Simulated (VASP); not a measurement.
# Al2Cu in VASP: further runs

Runs on Al2Cu. Level: PBEsol. Tasks: relaxation of cell and atoms, single point.

Program: VASP 6.6.1. These are calculated values, not measurements. Logs are shortened: lines on timing, memory, paths and dates and some standing lists are left out, and cuts for length are marked.

## Step 1: The cell of the first run

Symmetry: Fm-3m, No. 225, cubic system. The conventional cell has a = 5.275 Å, b = 5.275 Å, c = 5.275 Å, α = 90.00°, β = 90.00°, γ = 90.00°. Al (site symmetry -43m) has 4 Cu at 2.28 Å and 6 Al at 2.64 Å within 3.0 Å. Cu (site symmetry m-3m) has 8 Al at 2.28 Å within 3.0 Å.

## Step 2: Relaxation of cell and atoms, PBEsol, target pressure 50 GPa, at which the enthalpy is minimised

Input file INCAR:

```
ALGO     = Normal         # electronic algorithm
EDIFF    = 1E-6           # SCF threshold, eV
EDIFFG   = -0.008         # ionic threshold
ENCUT    = 600            # plane-wave cutoff, eV
GGA      = PS             # functional
IBRION   = 2              # ionic algorithm
ISIF     = 3              # what is computed and relaxed
ISMEAR   = 0              # smearing method
LASPH    = T              # aspherical terms in the spheres
LCHARG   = F              # write CHGCAR
LREAL    = F              # projectors in reciprocal space
LWAVE    = F              # write WAVECAR
NELM     = 60             # most SCF steps
NSW      = 70             # ionic steps
PREC     = Accurate       # precision mode
PSTRESS  = 500.0        
SIGMA    = 0.1            # smearing width, eV
```

Input file KPOINTS:

```
k-points
0
Gamma
  16 16 16
```

Input file POSCAR:

```
Al2Cu
1.0
   -1.8649536076      1.8649536076      2.6374426850
    1.8649536076     -1.8649536076      2.6374426850
    1.8649536076      1.8649536076     -2.6374426850
Al Cu
2 1
Direct
    0.7500000000      0.2500000000      0.5000000000
    0.2500000000      0.7500000000      0.5000000000
    0.5000000000      0.5000000000      0.0000000000
```

Potentials or basis: VASP PAW PBE potentials, release 64 (Al, Cu).

The run is started by

```sh
> cat potpaw_PBE.64/Al/POTCAR potpaw_PBE.64/Cu/POTCAR > POTCAR
> mpirun -np 1 vasp_std > vasp.out
```

OUTCAR:

```text
EDIFF = 1E-6
   EDIFFG = -0.008
   ENCUT = 600
   GGA = PS
   IBRION = 2
   ISIF = 3
   ISMEAR = 0
   LASPH = T
   LREAL = F
   NELM = 60
   NSW = 70
   PREC = Accurate
   PSTRESS = 500.0

 ion  position               nearest neighbor table
   1  0.750  0.250  0.500-   3 2.28   3 2.28   3 2.28   3 2.28   2 2.64   2 2.64   2 2.64   2 2.64
                             2 2.64   2 2.64
   2  0.250  0.750  0.500-   3 2.28   3 2.28   3 2.28   3 2.28   1 2.64   1 2.64   1 2.64   1 2.64
                             1 2.64   1 2.64
   3  0.500  0.500  0.000-   2 2.28   1 2.28   1 2.28   2 2.28   1 2.28   2 2.28   2 2.28   1 2.28

  LATTYP: Found a face centered cubic cell.
 ALAT       =     5.2748853701

  Lattice vectors:

 A1 = (   1.8649536076,  -1.8649536076,  -2.6374426850)
 A2 = (   1.8649536076,   1.8649536076,  -2.6374426850)
 A3 = (   3.7299072152,  -0.0000000000,   0.0000000000)

Analysis of symmetry for initial positions (statically):
=====================================================================
 Subroutine PRICEL returns:
 Original cell was already a primitive cell.

 Routine SETGRP: Setting up the symmetry group for a
 face centered cubic supercell.

 Subroutine GETGRP returns: Found 48 space group operations
 (whereof 48 operations were pure point group operations)
 out of a pool of 48 trial point group operations.

The static configuration has the point symmetry O_h .

Analysis of symmetry for dynamics (positions and initial velocities):
=====================================================================
 Subroutine PRICEL returns:
 Original cell was already a primitive cell.

 Routine SETGRP: Setting up the symmetry group for a
 face centered cubic supercell.

 Subroutine GETGRP returns: Found 48 space group operations
 (whereof 48 operations were pure point group operations)
 out of a pool of 48 trial point group operations.

The dynamic configuration has the point symmetry O_h .

 Subroutine INISYM returns: Found 48 space group operations
 (whereof 48 operations are pure point group operations),
 and found     1 'primitive' translations

----------------------------------------------------------------------------------------

                                     Primitive cell

  volume of cell :      36.6927

  direct lattice vectors                    reciprocal lattice vectors
    -1.864953608  1.864953608  2.637442685     0.000000000  0.268103184  0.189577579
     1.864953608 -1.864953608  2.637442685     0.268103184  0.000000000  0.189577579
     1.864953608  1.864953608 -2.637442685     0.268103184  0.268103184  0.000000000

  length of vectors
     3.729907215  3.729907215  3.729907215     0.328357999  0.328357999  0.379155159

  position of ions in fractional coordinates (direct lattice)
     0.750000000  0.250000000  0.500000000
     0.250000000  0.750000000  0.500000000
     0.500000000  0.500000000  0.000000000

  ion indices of the primitive-cell ions
   primitive index   ion index
                 1           1
                 2           2
                 3           3

----------------------------------------------------------------------------------------

 KPOINTS: k-points

Automatic generation of k-mesh.
 Grid dimensions read from file:
 generate k-points for:   16   16   16

 Generating k-lattice:

  Cartesian coordinates                     Fractional coordinates (reciprocal lattice)
     0.000000000  0.016756449  0.011848599     0.062500000  0.000000000  0.000000000
     0.016756449  0.000000000  0.011848599     0.000000000  0.062500000  0.000000000
     0.016756449  0.016756449  0.000000000     0.000000000  0.000000000  0.062500000

  Length of vectors
     0.020522375  0.020522375  0.023697197

  Shift w.r.t. Gamma in fractional coordinates (k-lattice)
     0.000000000  0.000000000  0.000000000

 Subroutine IBZKPT returns following result:
 ===========================================

 Found    145 irreducible k-points:

 Following reciprocal coordinates:
            Coordinates               Weight
  0.000000  0.000000  0.000000      1.000000
  0.062500  0.000000  0.000000      8.000000
  0.125000  0.000000  0.000000      8.000000
  0.187500  0.000000 -0.000000      8.000000
  0.250000  0.000000  0.000000      8.000000
  0.312500  0.000000  0.000000      8.000000
[... 16 lines left out ...]
 -0.125000  0.062500  0.000000     24.000000
 -0.062500  0.062500  0.000000      6.000000
 [... further k-points ...]
   k-points           NKPTS =    145   k-points in BZ     NKDIM =    145   number of bands    NBANDS=     12
   number of dos      NEDOS =    301   number of ions     NIONS =      3
   total plane-waves  NPLWV =  27000
   dimension x,y,z NGX =    30 NGY =   30 NGZ =   30
   dimension x,y,z NGXF=    60 NGYF=   60 NGZF=   60
   ions per type =               2   1
   NGX,Y,Z   is equivalent  to a cutoff of  13.37, 13.37, 13.37 a.u.
   NGXF,Y,Z  is equivalent  to a cutoff of  26.74, 26.74, 26.74 a.u.
[... 25 lines left out ...]
   ISMEAR =     0;   SIGMA  =   0.10  broadening in eV -4-tet -1-fermi 0-gaus
   EFERMI_NEDOS =   21; number of points for ismear=-14 and -15
   IALGO  =     38    algorithm
   IMIX   =      4    mixing-type and parameters
     AMIX     =   0.40;   BMIX     =  1.00
     AMIX_MAG =   1.60;   BMIX_MAG =  1.00
  volume/ion in A,a.u.               =      12.23        82.54
  Fermi-wavevector in a.u.,A,eV,Ry     =   1.266771  2.393850 21.833388  1.604709
  Thomas-Fermi vector in A             =   2.399954
   LORBIT       =      0    0 simple, 1 ext, 2 COOP (PROOUT), +10 PAW based schemes
   GGA     = PS    functional components
   LHFCALC =     F    Hartree Fock is set to
   AEXX    =    0.0000 exact exchange contribution
   IVDW    =     0    specifies the selected vdW correction
   LEPSILON=     F    determine dielectric tensor
   LRPA    =     F    only Hartree local field effects (RPA)
 conjugate gradient relaxation of ions
 non-spin polarized calculation
 Gauss-broadening in eV      SIGMA  =   0.10
  energy-cutoff  :      600.00
  volume of cell :       36.69
 maximum number of plane-waves:      1243
 NGX is ok and might be reduce to    30
   NGX = 15   NGY = 15   NGZ = 15

--------------------------------------- Ionic step        1  -------------------------------------------

 number of electron      16.9999997 magnetization

 Free energy of the ion-electron system (eV)
  ---------------------------------------------------
  ext. energy  EPLUGINS =         0.00000000
  ---------------------------------------------------
  free energy    TOTEN  =       -11.86765070 eV

  energy without entropy =      -11.86397083  energy(sigma->0) =      -11.86581077

 E-fermi :   9.9046     XC(G=0): -11.7139

 val. band max:        9.8788580450   @ k =  -0.3125   0.1250   0.0000
 cond. band min:       9.9078643614   @ k =  -0.3125   0.1875  -0.0000
 fundamental gap:      0.0290063164
 Fermi energy:         9.9046498811

 k-point     1 :       0.0000    0.0000    0.0000
  band No.  band energies     occupation
      1      -2.0833      2.00000
      2       4.1552      2.00000
      3       4.1552      2.00000
      4       4.1552      2.00000
      5       4.8476      2.00000
      6       4.8476      2.00000
      7      12.8228      0.00000
      8      12.8228      0.00000
      9      12.8228      0.00000
     10      13.7759      0.00000
     11      13.7759      0.00000
     12      13.7759      0.00000

 k-point     2 :       0.0625    0.0000    0.0000
  band No.  band energies     occupation
      1      -2.0202      2.00000
      2       4.1392      2.00000
      3       4.1659      2.00000
      4       4.1659      2.00000
      5       4.8444      2.00000
      6       4.8444      2.00000
      7      11.8232      0.00000
      8      12.5434      0.00000
      9      12.5434      0.00000
     10      14.1224      0.00000
     11      14.1224      0.00000
     12      14.4227      0.00000
[... 399 lines left out ...]
  FREE ENERGIE OF THE ION-ELECTRON SYSTEM (eV)
  ---------------------------------------------------
  free  energy   TOTEN  =       -11.1234456394 eV

  energy  without entropy=      -11.1199371353  energy(sigma->0) =      -11.12169139

  enthalpy is  TOTEN    =        -0.3732815753 eV   P V=       10.7501640641

--------------------------------------- Ionic step        3  -------------------------------------------

 number of electron      16.9999988 magnetization

 Free energy of the ion-electron system (eV)
  ---------------------------------------------------
  ext. energy  EPLUGINS =         0.00000000
  ---------------------------------------------------
  free energy    TOTEN  =       -11.64335812 eV

  energy without entropy =      -11.63972161  energy(sigma->0) =      -11.64153986

 E-fermi :  10.1761     XC(G=0): -11.8110

 val. band max:       10.1446953631   @ k =  -0.3125   0.1250   0.0000
 cond. band min:      10.1776529896   @ k =   0.1250   0.0625   0.0000
 fundamental gap:      0.0329576265
 Fermi energy:        10.1761048326

 k-point     1 :       0.0000    0.0000    0.0000
  band No.  band energies     occupation
      1      -1.9688      2.00000
      2       4.3179      2.00000
      3       4.3179      2.00000
      4       4.3179      2.00000
      5       5.0204      2.00000
      6       5.0204      2.00000
      7      13.0912      0.00000
      8      13.0912      0.00000
      9      13.0912      0.00000
     10      14.1353      0.00000
     11      14.1353      0.00000
     12      14.1353      0.00000

 k-point     2 :       0.0625    0.0000    0.0000
  band No.  band energies     occupation
      1      -1.9049      2.00000
      2       4.3020      2.00000
      3       4.3289      2.00000
      4       4.3289      2.00000
      5       5.0171      2.00000
      6       5.0171      2.00000
      7      12.1051      0.00000
      8      12.8241      0.00000
      9      12.8241      0.00000
     10      14.4714      0.00000
     11      14.4714      0.00000
     12      14.7755      0.00000
[... 352 lines left out ...]
 POSITION                                       TOTAL-FORCE (eV/Angst)
 -----------------------------------------------------------------------------------
     -0.00000      1.85190      1.30949        -0.000000     -0.000000      0.000000
      1.85190     -0.00000      1.30949         0.000000      0.000000     -0.000000
      0.00000      0.00000      2.61898        -0.000000     -0.000000     -0.000000
 -----------------------------------------------------------------------------------
    total drift:                                0.000000     -0.000000      0.000000

  FREE ENERGIE OF THE ION-ELECTRON SYSTEM (eV)
  ---------------------------------------------------
  free  energy   TOTEN  =       -11.6433581186 eV

  energy  without entropy=      -11.6397216051  energy(sigma->0) =      -11.64153986

  enthalpy is  TOTEN    =        -0.4312876171 eV   P V=       11.2120705016

 reached required accuracy - stopping structural energy minimisation
```

It took 5.3 min on 1 thread of Intel Xeon 8259CL, shared host; peak memory 0.24 GiB.

Results:

- Free energy: -11.6434 eV
- Relaxed volume: 11.98 Å³/atom
- Relaxed cell: a = 3.704 Å, b = 3.704 Å, c = 3.704 Å, α = 120.00°, β = 120.00°, γ = 90.00°
- Space group after relaxing (to 0.1 Å): Fm-3m (No. 225)
- Energy change on relaxing (the run minimises the enthalpy): +74.8 meV/atom
- Ionic steps: 3
- Pressure after relaxing: 49.9 GPa
- Band gap on the k mesh: zero (an odd number of electrons rules out a gap without spin polarisation)

Step by step:
```tsv
step	energy change (eV)	largest force (eV/Å)	pressure (GPa)	volume (Å³)
1	0.0000	0.0000	44.34	36.69
2	0.7442	0.0000	63.10	34.45
3	0.2243	0.0000	49.94	35.93
```

Final structure:
```xyz
3
Lattice="-1.8519 1.8519 2.6190 1.8519 -1.8519 2.6190 1.8519 1.8519 -2.6190" Properties=species:S:1:pos:R:3 pbc="T T T"
Al    0.0000    1.8519    1.3095
Al    1.8519    0.0000    1.3095
Cu    0.0000    0.0000    2.6190
```

Caveat: the cell is relaxed towards a set pressure, so the run minimises the enthalpy, not the energy; the PAW data sets were made with another functional, which shifts forces and pressure a little.

## Step 3: Single point, PBEsol (uniaxial strain along c: +4.0 %, then relaxed in part)

Input file INCAR:

```
SYSTEM = Al2Cu
ALGO = Fast
EDIFF = 1E-7
ENCUT = 520
GGA = PS
ISIF = 2
ISMEAR = 0
LASPH = .TRUE.
LCHARG = .FALSE.
LREAL = .FALSE.
LWAVE = .FALSE.
NBANDS = 26
NELM = 100
PREC = Accurate
SIGMA = 0.1
```

Input file KPOINTS:

```
k-points
0
G
  10 10 6
  0 0 0
```

Input file POSCAR:

```
Al2Cu
1.0
    2.8336046379      2.8336046379      0.0000000000
   -2.8336046379      2.8336046379      0.0000000000
    0.0000000000      0.0000000000      5.9554119407
Al Cu
4 2
Direct
    0.5000000000      0.0000000000      0.2500000000
    0.0000000000      0.5000000000      0.2500000000
    0.0000000000      0.5000000000      0.7500000000
    0.5000000000      0.0000000000      0.7500000000
    0.0000000000      0.0000000000      0.5000000000
    0.5000000000      0.5000000000      0.0000000000
```

Potentials or basis: VASP PAW PBE potentials, release 64 (Al, Cu).

The run is started by

```sh
> cat potpaw_PBE.64/Al/POTCAR potpaw_PBE.64/Cu/POTCAR > POTCAR
> mpirun -np 1 vasp_std > vasp.out
```

Wall time 2.2 min (1 thread of Intel Xeon 6975P-C (Granite Rapids), shared host); peak memory 0.3 GiB.

The run converged. Its results:

```
Free energy            : -25.9700 eV
Pressure               : -1.4 GPa
Band gap on the k mesh : zero (bands 17 and 18 overlap by 4.20 eV)
```

Stress tensor (GPa, compression positive):
```
 0.29  0.00  0.00
 0.00  0.29  0.00
 0.00  0.00 -4.72
```

Levels at points of the mesh, in eV from the Fermi level:
```
           k point  band 13  band 14  band 15  band 16  band 17  band 18  band 19  band 20  band 21  band 22
(0.00, 0.00, 0.00)    -3.85    -1.79    -1.79     0.68     1.66     2.60     2.70     2.70     3.00     3.00
(0.50, 0.00, 0.00)    -2.97    -2.97    -2.89    -2.89     0.57     0.57     2.73     2.73     4.25     4.25
(0.50, 0.50, 0.00)    -3.69    -3.69    -2.28    -2.28    -1.93    -1.93     0.10     0.10     1.38     1.38
(0.00, 0.00, 0.50)    -0.97    -0.97    -0.43    -0.43    -0.43    -0.43     1.34     1.34     2.50     2.50
(0.50, 0.00, 0.50)    -3.93    -3.93     0.34     0.34     0.80     0.80     2.58     2.58     3.01     3.01
(0.50, 0.50, 0.50)    -3.59    -3.59    -3.59    -3.59    -2.54    -2.54     3.73     3.73     3.73     3.73
```

Caveat: the cell differs from its parent crystal (uniaxial strain along c: +4.0 %, then relaxed in part); the PAW data sets were made with another functional, which shifts forces and pressure a little.

## Step 4: Single point, PBEsol (uniaxial strain along c: +4.0 %)

Input file INCAR:

```
  PREC = Accurate
  ENCUT = 520
  EDIFF = 1E-7
  ISMEAR = 0
  SIGMA = 0.1
  LREAL = F
  LASPH = T
  NELM = 100
  ALGO = Fast
  ISIF = 2
  LWAVE = F
  LCHARG = T
  GGA = PS
  LELF = T
  LVHAR = T
  NBANDS = 26
```

Input file KPOINTS:

```
regular mesh
0
Gamma
  10 10 6
```

Edit POSCAR of step 3 so:

```diff
@@ -2,4 +2,4 @@
 1.0
-    2.8336046379      2.8336046379      0.0000000000
-   -2.8336046379      2.8336046379      0.0000000000
+    2.8345470295      2.8345470295      0.0000000000
+   -2.8345470295      2.8345470295      0.0000000000
     0.0000000000      0.0000000000      5.9554119407
```

The run is started by

```sh
> cat potpaw_PBE.64/Al/POTCAR potpaw_PBE.64/Cu/POTCAR > POTCAR
> mpirun -np 1 vasp_std > vasp.out
```

Wall time 2.4 min (1 thread of Intel Xeon 6975P-C (Granite Rapids), shared host); peak memory 0.31 GiB.

It converged, with:

| Item | Value |
| --- | --- |
| Free energy | -25.9701 eV |
| Pressure | -1.5 GPa |
| Band gap on the k mesh | zero (bands 17 and 18 overlap by 4.19 eV) |

Stress tensor (GPa, compression positive):
```
 0.14  0.00  0.00
 0.00  0.14  0.00
 0.00  0.00 -4.84
```

Levels at points of the mesh, in eV from the Fermi level:
```
           k point  band 14  band 15  band 16  band 17  band 18  band 19  band 20  band 21
(0.00, 0.00, 0.00)    -1.79    -1.79     0.68     1.66     2.60     2.70     2.70     2.99
(0.50, 0.00, 0.00)    -2.96    -2.89    -2.89     0.57     0.57     2.73     2.73     4.25
(0.50, 0.50, 0.00)    -3.69    -2.28    -2.28    -1.93    -1.93     0.10     0.10     1.38
(0.00, 0.00, 0.50)    -0.97    -0.43    -0.43    -0.43    -0.43     1.33     1.33     2.50
(0.50, 0.00, 0.50)    -3.93     0.34     0.34     0.80     0.80     2.58     2.58     3.01
(0.50, 0.50, 0.50)    -3.59    -3.59    -3.59    -2.53    -2.53     3.73     3.73     3.73
```

Caveat: the cell differs from its parent crystal (uniaxial strain along c: +4.0 %); the PAW data sets were made with another functional, which shifts forces and pressure a little.

## Step 5: Single point, PBEsol

This run uses another cell than the first one, of 15.65 Å³/atom.

Input file INCAR:

```
PREC = Accurate
ENCUT = 520
EDIFF = 1E-6
ISMEAR = 0
SIGMA = 0.15
LREAL = False
LASPH = True
NELM = 80
ALGO = Normal
ISIF = 2
LWAVE = False
LCHARG = True
GGA = PS
LELF = True
LVHAR = True
NBANDS = 16
```

Input file KPOINTS:

```
Automatic mesh
0
Gamma
  12 12 12
```

Input file POSCAR:

```
Al2Cu
1.0
   -2.0246315446      2.0246315446      2.8630136682
    2.0246315446     -2.0246315446      2.8630136682
    2.0246315446      2.0246315446     -2.8630136682
Al Cu
2 1
Direct
    0.7500000000      0.2500000000      0.5000000000
    0.2500000000      0.7500000000      0.5000000000
    0.5000000000      0.5000000000      0.0000000000
```

The run is started by

```sh
> cat potpaw_PBE.64/Al/POTCAR potpaw_PBE.64/Cu/POTCAR > POTCAR
> mpirun -np 1 vasp_std > vasp.out
```

Wall time 4.4 min (1 thread of Intel Xeon 8259CL, shared host); peak memory 0.26 GiB.

It converged, with:

```yaml
Free_energy: -13.0168 eV
Pressure: 0.1 GPa
Band_gap_on_the_k_mesh: zero (an odd number of electrons rules out a gap without spin polarisation)
```

Levels at points of the mesh, in eV from the Fermi level:
```tsv
k point	band 5	band 6	band 7	band 8	band 9	band 10	band 11	band 12	band 13	band 14
(0.00, 0.00, 0.00)	-4.04	-4.04	2.92	2.92	2.92	2.98	2.99	2.99	4.40	7.04
(0.50, 0.00, 0.00)	-4.00	-3.98	-3.98	0.64	0.64	2.97	2.97	3.88	4.42	9.83
(0.50, 0.50, 0.00)	-4.11	-3.88	-3.76	-1.98	-1.98	0.41	1.52	9.07	10.76	10.76
(0.50, 0.50, 0.50)	-4.11	-3.88	-3.76	-1.98	-1.98	0.41	1.52	9.07	10.76	10.76
```

Caveat: the PAW data sets were made with another functional, which shifts forces and pressure a little.

## Step 6: The runs side by side

```tsv
task	cell	k mesh	cutoff (eV)	smearing	gap on the mesh (eV)	pressure (GPa)
relaxation of cell and atoms	relaxed to 50 GPa from a = 3.730 Å, angles 120.0, 120.0, 90.0°, 3 atoms, atomic positions A	16 × 16 × 16	600	gaussian 0.1 eV	none	49.9
single point	a = 4.007, b = 4.007, c = 5.955 Å, 6 atoms, atomic positions B	10 × 10 × 6	520	gaussian 0.1 eV	none	-1.4
single point	a = 4.009, b = 4.009, c = 5.955 Å, 6 atoms, atomic positions B	10 × 10 × 6	520	gaussian 0.1 eV	none	-1.5
single point	a = 4.049 Å, angles 120.0, 120.0, 90.0°, 3 atoms, atomic positions A	12 × 12 × 12	520	gaussian 0.15 eV	none	0.1
```

Alike in all rows: level PBEsol; potentials or basis VASP PAW PBE potentials, release 64 (Al, Cu); no spin polarisation.

Caveats: the PAW data sets were made with another functional, which shifts forces and pressure a little; the cell is relaxed towards a set pressure, so the run minimises the enthalpy, not the energy (at least some runs).

Absolute energies hang on the potentials; compare differences alone.
